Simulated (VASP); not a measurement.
# Ag in VASP: further runs

The runs below take Ag through single point, with PBEsol.

All numbers are computed with VASP 6.6.1; they aren't measurements. Logs are shortened: lines on timing, memory, paths and dates and some standing lists are left out, and cuts for length are marked.

**1. The cell of the first run**

Symmetry: C2/m, No. 12, monoclinic system. Conventional cell: a = 4.799 Å, b = 2.770 Å, c = 2.905 Å, α = 90.00°, β = 124.07°, γ = 90.00°. Within 3.7 Å of Ag (site symmetry 2/m) lie 12 Ag at 2.77 to 2.91 Å.

**2. Single point, PBEsol**

The input, INCAR:

```
PREC = Accurate ; ENCUT = 520
EDIFF = 1E-7 ; ISMEAR = 0
SIGMA = 0.1 ; LREAL = False
LASPH = True ; NELM = 60
ALGO = Fast ; ISIF = 2
LWAVE = False ; LCHARG = False
GGA = PS ; ISYM = 0
NBANDS = 12
```

The input, KPOINTS:

```
regular mesh
0
Gamma
  15 15 14
```

The input, POSCAR:

```
Ag
1.0
    2.7704522650     -0.0000202176      0.0139295221
   -1.3852436415      2.3993123679      0.0000000000
    1.3974827070      0.8068370171      2.4160755912
Ag
1
Direct
    0.0000000000      0.0000000000      0.0000000000
```

Potentials or basis: VASP PAW PBE potentials, release 64 (Ag).

Launch:

```sh
$ cat potpaw_PBE.64/Ag/POTCAR > POTCAR
$ mpirun -np 1 vasp_std > vasp.out
```

OUTCAR:

```text
PREC = Accurate
   ENCUT = 520
   EDIFF = 1E-7
   ISMEAR = 0
   LREAL = False
   LASPH = True
   NELM = 60
   ISIF = 2
   GGA = PS
   ISYM = 0

 ion  position               nearest neighbor table
   1  0.000  0.000  0.000-

IMPORTANT INFORMATION: All symmetrisations will be switched off!
NOSYMM: (Re-)initialisation of all symmetry stuff for point group C_1.

----------------------------------------------------------------------------------------

                                     Primitive cell

  volume of cell :      15.9977

  direct lattice vectors                    reciprocal lattice vectors
     2.770452265 -0.000020218  0.013929522     0.362358496  0.209207775 -0.279455788
    -1.385243642  2.399312368  0.000000000     0.000705581  0.417193449 -0.139727894
     1.397482707  0.806837017  2.416075591    -0.002089124 -0.001206156  0.415505495

  length of vectors
     2.770487283  2.770487283  2.905402752     0.503157143  0.439971312  0.415512498

  position of ions in fractional coordinates (direct lattice)
     0.000000000  0.000000000  0.000000000

  ion indices of the primitive-cell ions
   primitive index   ion index
                 1           1

----------------------------------------------------------------------------------------

 KPOINTS: regular mesh

Automatic generation of k-mesh.
 Grid dimensions read from file:
 generate k-points for:   15   15   14

 Generating k-lattice:

  Cartesian coordinates                     Fractional coordinates (reciprocal lattice)
     0.024157233  0.013947185 -0.018630386     0.066666667 -0.000000000  0.000000000
     0.000047039  0.027812897 -0.009315193     0.000000000  0.066666667  0.000000000
    -0.000149223 -0.000086154  0.029678964    -0.000000000  0.000000000  0.071428571

  Length of vectors
     0.033543810  0.029331421  0.029679464

  Shift w.r.t. Gamma in fractional coordinates (k-lattice)
     0.000000000  0.000000000  0.000000000

 Subroutine IBZKPT returns following result:
 ===========================================

 Found   1576 irreducible k-points:

 Following reciprocal coordinates:
            Coordinates               Weight
  0.000000  0.000000  0.000000      1.000000
  0.066667  0.000000 -0.000000      2.000000
  0.133333 -0.000000 -0.000000      2.000000
  0.200000 -0.000000 -0.000000      2.000000
  0.266667 -0.000000 -0.000000      2.000000
  0.333333 -0.000000 -0.000000      2.000000
[... 16 lines left out ...]
  0.466667  0.066667 -0.000000      2.000000
 -0.000000  0.133333 -0.000000      2.000000
 [... further k-points ...]
   k-points           NKPTS =   1576   k-points in BZ     NKDIM =   1576   number of bands    NBANDS=     12
   number of dos      NEDOS =    301   number of ions     NIONS =      1
   total plane-waves  NPLWV =  13824
   dimension x,y,z NGX =    24 NGY =   24 NGZ =   24
   dimension x,y,z NGXF=    48 NGYF=   48 NGZF=   48
   ions per type =               1
   NGX,Y,Z   is equivalent  to a cutoff of  14.40, 14.40, 13.73 a.u.
   NGXF,Y,Z  is equivalent  to a cutoff of  28.80, 28.80, 27.47 a.u.
 SYSTEM =  unknown system
   PREC   = accura    normal or accurate (medium, high low for compatibility)
   ISTART =      0    job   : 0-new  1-cont  2-samecut
   ICHARG =      2    charge: 1-file 2-atom 10-const
   ISPIN  =      1    spin polarized calculation?
   LNONCOLLINEAR =      F non collinear calculations
   LSORBIT =      F    spin-orbit coupling
   LASPH  =      T    aspherical Exc in radial PAW
   ENCUT  =  520.0 eV  38.22 Ry    6.18 a.u.   5.15  5.15  5.40*2*pi/ulx,y,z
   NELM   =     60;   NELMIN=  2; NELMDL= -5     # of ELM steps
   EDIFF  = 0.1E-06   stopping-criterion for ELM
   LREAL  =      F    real-space projection
   EDIFFG = 0.1E-05   stopping-criterion for IOM
   NSW    =      0    number of steps for IOM
   IBRION =     -1    ionic relax: 0-MD 1-quasi-New 2-CG
   NFREE  =      0    steps in history (QN), initial steepest desc. (CG)
   ISIF   =      2    stress and relaxation
   ISYM   =      0    0-nonsym 1-usesym 2-fastsym
   POTIM  = 0.5000    time-step for ionic-motion
   TEBEG  =    0.0;   TEEND  =   0.0 temperature during run
   PSTRESS=    0.0 pullay stress
   NELECT =      11.0000    total number of electrons
   NUPDOWN=      -1.0000    fix difference up-down
   EMIN   =  10.00;   EMAX   =-10.00  energy-range for DOS
   EFERMI =   0.00;   METHOD = LEGACY
   ISMEAR =     0;   SIGMA  =   0.10  broadening in eV -4-tet -1-fermi 0-gaus
   EFERMI_NEDOS =   21; number of points for ismear=-14 and -15
   IALGO  =     68    algorithm
   IMIX   =      4    mixing-type and parameters
     AMIX     =   0.40;   BMIX     =  1.00
     AMIX_MAG =   1.60;   BMIX_MAG =  1.00
  volume/ion in A,a.u.               =      16.00       107.96
  Fermi-wavevector in a.u.,A,eV,Ry     =   1.444950  2.730559 28.407333  2.087880
  Thomas-Fermi vector in A             =   2.563187
   LORBIT       =      0    0 simple, 1 ext, 2 COOP (PROOUT), +10 PAW based schemes
   GGA     = PS    functional components
   LHFCALC =     F    Hartree Fock is set to
   AEXX    =    0.0000 exact exchange contribution
   IVDW    =     0    specifies the selected vdW correction
   LEPSILON=     F    determine dielectric tensor
   LRPA    =     F    only Hartree local field effects (RPA)
 non-spin polarized calculation
 RMM-DIIS sequential band-by-band and
 Gauss-broadening in eV      SIGMA  =   0.10
  energy-cutoff  :      520.00
  volume of cell :       16.00
 maximum number of plane-waves:       445
 NGX is ok and might be reduce to    24
   NGX = 11   NGY = 11   NGZ = 11

 number of electron      10.9999999 magnetization

 Free energy of the ion-electron system (eV)
  ---------------------------------------------------
  ext. energy  EPLUGINS =         0.00000000
  ---------------------------------------------------
  free energy    TOTEN  =        -3.28732566 eV

  energy without entropy =       -3.28652296  energy(sigma->0) =       -3.28692431

 E-fermi :   9.2399     XC(G=0): -12.7939

 val. band max:        9.1799850629   @ k =   0.4667   0.0000   0.2857
 cond. band min:       9.2505553420   @ k =  -0.4667   0.2667   0.0000
 fundamental gap:      0.0705702790
 Fermi energy:         9.2398974801

 k-point     1 :       0.0000    0.0000    0.0000
  band No.  band energies     occupation
      1       0.8334      2.00000
      2       3.8356      2.00000
      3       4.2318      2.00000
      4       4.2388      2.00000
      5       5.3122      2.00000
      6       5.3722      2.00000
      7      25.0161      0.00000
      8      28.0363      0.00000
      9      29.9293      0.00000
     10      30.0053      0.00000
     11      33.5455      0.00000
     12      35.1575      0.00000

 k-point     2 :       0.0667    0.0000   -0.0000
  band No.  band energies     occupation
      1       1.0312      2.00000
      2       3.8708      2.00000
      3       4.1922      2.00000
      4       4.3128      2.00000
      5       5.2864      2.00000
      6       5.3453      2.00000
      7      25.0757      0.00000
      8      27.6723      0.00000
      9      29.1366      0.00000
     10      29.6510      0.00000
     11      33.9281      0.00000
     12      35.7425      0.00000

 k-point     3 :       0.1333   -0.0000   -0.0000
  band No.  band energies     occupation
      1       1.5922      2.00000
      2       3.7883      2.00000
      3       4.2767      2.00000
      4       4.5296      2.00000
      5       5.0762      2.00000
      6       5.4400      2.00000
      7      25.1287      0.00000
      8      26.8299      0.00000
      9      27.6980      0.00000
     10      28.4507      0.00000
     11      34.1815      0.00000
     12      34.5480      0.00000

 k-point     4 :       0.2000   -0.0000   -0.0000
  band No.  band energies     occupation
      1       2.3509      2.00000
      2       3.5036      2.00000
      3       4.6058      2.00000
      4       4.8717      2.00000
      5       4.9479      2.00000
      6       5.5834      2.00000
      7      24.5009      0.00000
      8      26.0397      0.00000
      9      26.5404      0.00000
     10      26.6198      0.00000
     11      31.0261      0.00000
     12      35.1135      0.00000

 k-point     5 :       0.2667   -0.0000   -0.0000
  band No.  band energies     occupation
      1       2.7806      2.00000
      2       3.1812      2.00000
      3       5.1016      2.00000
      4       5.3032      2.00000
      5       5.4253      2.00000
      6       5.7548      2.00000
      7      22.8952      0.00000
      8      24.6741      0.00000
      9      24.7549      0.00000
     10      26.2845      0.00000
     11      28.4220      0.00000
     12      36.7047      0.00000
[... 228 lines left out ...]
      1       2.4042      2.00000
      2       2.5667      2.00000
      3       5.9576      2.00000
      4       6.1334      2.00000
      5       6.3242      2.00000
      6       9.9587      0.00000
      7      17.9243      0.00000
      8      19.6905      0.00000
      9      20.4540      0.00000
     10      26.2132      0.00000
     11      28.7290      0.00000
     12      38.9229      0.00000

 k-point    22 :      -0.4667    0.0667    0.0000
  band No.  band energies     occupation
      1       2.4042      2.00000
      2       2.5667      2.00000
      3       5.9576      2.00000
      4       6.1334      2.00000
      5       6.3242      2.00000
      6       9.9587      0.00000
      7      17.9243      0.00000
      8      19.6905      0.00000
      9      20.4540      0.00000
     10      26.2132      0.00000
     11      28.7290      0.00000
     12      38.9229      0.00000

 k-point    23 :       0.4667    0.0667   -0.0000
  band No.  band energies     occupation
      1       2.3220      2.00000
      2       2.4996      2.00000
      3       6.0361      2.00000
      4       6.3002      2.00000
      5       6.4011      2.00000
      6      11.0440      0.00000
      7      16.5547      0.00000
      8      19.3298      0.00000
      9      20.1270      0.00000
     10      26.2472      0.00000
     11      28.7538      0.00000
     12      38.8572      0.00000

 k-point    24 :      -0.0000    0.1333   -0.0000
  band No.  band energies     occupation
      1       1.4199      2.00000
      2       3.9828      2.00000
      3       4.1036      2.00000
      4       4.4569      2.00000
      5       5.2337      2.00000
      6       5.2862      2.00000
      7      25.2192      0.00000
      8      26.2600      0.00000
      9      28.7070      0.00000
     10      30.1315      0.00000
     11      32.9518      0.00000
     12      34.0813      0.00000

 [... further k-points ...]

------------------------ aborting loop because EDIFF is reached ----------------------------------------

  FORCE on cell =-STRESS in cart. coord.  units (eV):
  Direction    XX          YY          ZZ          XY          YZ          ZX
  --------------------------------------------------------------------------------------
  -------------------------------------------------------------------------------------
  Total        0.8558842      0.8685762     -0.0223135     -0.0109954      0.0035611      0.0061680
  in kB       85.7169544     86.9880576     -2.2346973     -1.1011873      0.3566452      0.6177300
  external PRESSURE =      56.8234382 kB  Pullay stress =       0.0000000 kB

 VOLUME and BASIS-vectors are now :
 -----------------------------------------------------------------------------
  energy-cutoff  :      520.00
  volume of cell :       16.00
      direct lattice vectors                 reciprocal lattice vectors
     2.770452265 -0.000020218  0.013929522     0.362358496  0.209207775 -0.279455788
    -1.385243642  2.399312368  0.000000000     0.000705581  0.417193449 -0.139727894
     1.397482707  0.806837017  2.416075591    -0.002089124 -0.001206156  0.415505495

 POSITION                                       TOTAL-FORCE (eV/Angst)
 -----------------------------------------------------------------------------------
      0.00000      0.00000      0.00000         0.000000     -0.000000     -0.000000
 -----------------------------------------------------------------------------------
    total drift:                                0.000000     -0.000000     -0.000000

  FREE ENERGIE OF THE ION-ELECTRON SYSTEM (eV)
  ---------------------------------------------------
  free  energy   TOTEN  =        -3.2873256632 eV

  energy  without entropy=       -3.2865229646  energy(sigma->0) =       -3.28692431
```

Run time: 4.6 min. Hardware: 1 thread of Intel Xeon 8259CL, shared host; peak memory 0.4 GiB.

Results:

```
Free energy            : -3.2873 eV
Pressure               : 5.7 GPa
Band gap on the k mesh : zero (an odd number of electrons rules out a gap without spin polarisation)
```

Levels at points of the mesh, in eV from the Fermi level:
```
           k point  band 2  band 3  band 4  band 5  band 6  band 7  band 8  band 9
(0.00, 0.00, 0.00)   -5.40   -5.01   -5.00   -3.93   -3.87   15.78   18.80   20.69
(0.00, 0.00, 0.50)   -5.11   -5.10   -3.13   -3.09   -1.19    3.01   15.83   19.37
```

Caveat: the stress differs along the axes, from -0 to 9 GPa; the PAW data sets were made with another functional, which shifts forces and pressure a little.

**3. Single point, PBEsol**

This run uses another cell than the first one, of 16.21 Å³/atom.

The input, INCAR:

```
SYSTEM = Ag
  ALGO = Fast
  EDIFF = 1E-6
  ENCUT = 520
  GGA = PS
  ISIF = 2
  ISMEAR = 0
  ISYM = 0
  LASPH = .True.
  LCHARG = .False.
  LREAL = .False.
  LWAVE = .False.
  NBANDS = 12
  NELM = 100
  PREC = Accurate
  SIGMA = 0.1
```

The input, KPOINTS:

```
k-points
0
Gamma
  15 15 14
  0 0 0
```

The input, POSCAR:

```
Ag
1.0
    2.7704872829      0.0000000000      0.0000000000
   -1.3852436415      2.3993123679      0.0000000000
    1.3852436415      0.7997707893      2.4389101595
Ag
1
Direct
    0.0000000000      0.0000000000      0.0000000000
```

Potentials or basis: VASP PAW PBE potentials, release 64 (Ag).

Launch:

```sh
$ cat potpaw_PBE.64/Ag/POTCAR > POTCAR
$ mpirun -np 1 vasp_std > vasp.out
```

OUTCAR:

```text
SYSTEM = Ag
   EDIFF = 1E-6
   ENCUT = 520
   GGA = PS
   ISIF = 2
   ISMEAR = 0
   ISYM = 0
   LASPH = .True.
   LREAL = .False.
   NELM = 100
   PREC = Accurate

 ion  position               nearest neighbor table
   1  0.000  0.000  0.000-

IMPORTANT INFORMATION: All symmetrisations will be switched off!
NOSYMM: (Re-)initialisation of all symmetry stuff for point group C_1.

----------------------------------------------------------------------------------------

                                     Primitive cell

  volume of cell :      16.2121

  direct lattice vectors                    reciprocal lattice vectors
     2.770487283  0.000000000  0.000000000     0.360947334  0.208393041 -0.273346135
    -1.385243642  2.399312368  0.000000000     0.000000000  0.416786081 -0.136673068
     1.385243642  0.799770789  2.438910159     0.000000000  0.000000000  0.410019203

  length of vectors
     2.770487283  2.770487283  2.916644652     0.498426271  0.438623033  0.410019203

  position of ions in fractional coordinates (direct lattice)
     0.000000000  0.000000000  0.000000000

  ion indices of the primitive-cell ions
   primitive index   ion index
                 1           1

----------------------------------------------------------------------------------------

 KPOINTS: k-points

Automatic generation of k-mesh.
 Grid dimensions read from file:
 generate k-points for:   15   15   14

 Generating k-lattice:

  Cartesian coordinates                     Fractional coordinates (reciprocal lattice)
     0.024063156  0.013892869 -0.018223076     0.066666667  0.000000000  0.000000000
     0.000000000  0.027785739 -0.009111538     0.000000000  0.066666667  0.000000000
     0.000000000  0.000000000  0.029287086     0.000000000  0.000000000  0.071428571

  Length of vectors
     0.033228418  0.029241536  0.029287086

  Shift w.r.t. Gamma in fractional coordinates (k-lattice)
     0.000000000  0.000000000  0.000000000

[... 102 lines left out ...]
   LRPA    =     F    only Hartree local field effects (RPA)
 non-spin polarized calculation
 RMM-DIIS sequential band-by-band and
 Gauss-broadening in eV      SIGMA  =   0.10
  energy-cutoff  :      520.00
  volume of cell :       16.21
 maximum number of plane-waves:       450
 NGX is ok and might be reduce to    24
   NGX = 11   NGY = 11   NGZ = 11

 number of electron      10.9999999 magnetization

 Free energy of the ion-electron system (eV)
  ---------------------------------------------------
  ext. energy  EPLUGINS =         0.00000000
  ---------------------------------------------------
  free energy    TOTEN  =        -3.28502767 eV

  energy without entropy =       -3.28402169  energy(sigma->0) =       -3.28452468

 E-fermi :   9.0299     XC(G=0): -12.7115

 val. band max:        9.0285702041   @ k =  -0.1333   0.0667   0.4286
 cond. band min:       9.0344198933   @ k =  -0.0667   0.1333   0.5000
 fundamental gap:      0.0058496892
 Fermi energy:         9.0299435658

 k-point     1 :       0.0000    0.0000    0.0000
  band No.  band energies     occupation
      1       0.7385      2.00000
      2       3.6409      2.00000
      3       4.0944      2.00000
      4       4.0961      2.00000
      5       5.1862      2.00000
      6       5.1871      2.00000
      7      24.6460      0.00000
      8      27.6040      0.00000
      9      29.8292      0.00000
     10      29.8312      0.00000
     11      32.8617      0.00000
     12      34.8204      0.00000
[... 331 lines left out ...]
 k-point    24 :       0.0000    0.1333   -0.0000
  band No.  band energies     occupation
      1       1.3217      2.00000
      2       3.7897      2.00000
      3       3.9578      2.00000
      4       4.3279      2.00000
      5       5.0944      2.00000
      6       5.1044      2.00000
      7      24.9229      0.00000
      8      25.8600      0.00000
      9      28.4065      0.00000
     10      29.9624      0.00000
     11      32.4048      0.00000
     12      33.6384      0.00000

 [... further k-points ...]

------------------------ aborting loop because EDIFF is reached ----------------------------------------

  FORCE on cell =-STRESS in cart. coord.  units (eV):
  Direction    XX          YY          ZZ          XY          YZ          ZX
  --------------------------------------------------------------------------------------
  -------------------------------------------------------------------------------------
  Total        0.7818406      0.7756220     -0.2826965      0.0053812      0.0192497      0.0333414
  in kB       77.2662895     76.6517275    -27.9378038      0.5318023      1.9023700      3.2949989
  external PRESSURE =      41.9934044 kB  Pullay stress =       0.0000000 kB

 VOLUME and BASIS-vectors are now :
 -----------------------------------------------------------------------------
  energy-cutoff  :      520.00
  volume of cell :       16.21
      direct lattice vectors                 reciprocal lattice vectors
     2.770487283  0.000000000  0.000000000     0.360947334  0.208393041 -0.273346135
    -1.385243642  2.399312368  0.000000000     0.000000000  0.416786081 -0.136673068
     1.385243642  0.799770789  2.438910159     0.000000000  0.000000000  0.410019203

 POSITION                                       TOTAL-FORCE (eV/Angst)
 -----------------------------------------------------------------------------------
      0.00000      0.00000      0.00000         0.000001     -0.000000      0.000000
 -----------------------------------------------------------------------------------
    total drift:                                0.000001     -0.000000      0.000000

  FREE ENERGIE OF THE ION-ELECTRON SYSTEM (eV)
  ---------------------------------------------------
  free  energy   TOTEN  =        -3.2850276703 eV

  energy  without entropy=       -3.2840216944  energy(sigma->0) =       -3.28452468
```

It took 3.9 min on 1 thread of Intel Xeon 8259CL, shared host; peak memory 0.4 GiB.

What came out:

```yaml
Free_energy: -3.2850 eV
Pressure: 4.2 GPa
Band_gap_on_the_k_mesh: zero (an odd number of electrons rules out a gap without spin polarisation)
```

Stress tensor (GPa, compression positive):
```
 7.73  0.05  0.33
 0.05  7.67  0.19
 0.33  0.19 -2.79
```

Levels at points of the mesh, in eV from the Fermi level:
| k point | band 3 | band 4 | band 5 | band 6 | band 7 | band 8 | band 9 | band 10 |
| --- | --- | --- | --- | --- | --- | --- | --- | --- |
| (0.00, 0.00, 0.00) | -4.94 | -4.93 | -3.84 | -3.84 | 15.62 | 18.57 | 20.80 | 20.80 |
| (0.00, 0.00, 0.50) | -5.04 | -3.10 | -3.10 | -1.22 | 2.78 | 15.94 | 19.51 | 19.51 |

Caveat: the stress differs along the axes, from -3 to 8 GPa; the PAW data sets were made with another functional, which shifts forces and pressure a little.

The gap in the log of VASP goes by the Fermi energy; the results here count the filled bands.